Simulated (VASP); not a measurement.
Runs of VASP 6.6.1 on Sc4Mo. The structure is that of space group Pm-3m (No. 221), or close to it. The cells are those of the table. The cell was built from a structure type or drawn by symmetry, and may not be a known phase.

| task | spin | cell | k mesh | cutoff (eV) | gap on the mesh (eV) | pressure (GPa) | relaxed volume (Å³/atom) |
| --- | --- | --- | --- | --- | --- | --- | --- |
| single point | off | a = 4.508 Å, 5 atoms | 4 × 4 × 4 | 520 | none | 35.9 | - |
| single point | collinear | a = 5.021 Å, 5 atoms | 4 × 4 × 4 | 520 | none | 0.4 | - |
| single point | off | a = 5.021 Å, 5 atoms | 4 × 4 × 4 | 520 | none | 0.4 | - |
| relaxation of cell and atoms | off | relaxed from a = 5.021 Å, 5 atoms | 8 × 8 × 8 | 600 | none | 0.0 | (a) |
| single point | off | a = 5.045 Å, 5 atoms | 8 × 8 × 8 | 520 | none | 0.2 | - |
| relaxation of cell and atoms | off | relaxed from a = 4.508 Å, 5 atoms | 4 × 4 × 4 | 600 | none | 0.2 | 25.38 |

Alike in all rows: level PBE; potentials or basis VASP PAW PBE potentials, release 64 (Sc_sv, Mo_sv); smearing gaussian 0.1 eV.

Task: Estimate the missing entries.

Result: (a) 25.76.

Caveats: the cell stands under pressure (at least some runs); the volume moved by over 15 % at a fixed basis, so the end points are rough (at least some runs).

A k mesh can miss the band edges, and the runs leave out spin-orbit coupling on Mo.

A gap of «none» marks levels without a gap at the run's occupations.
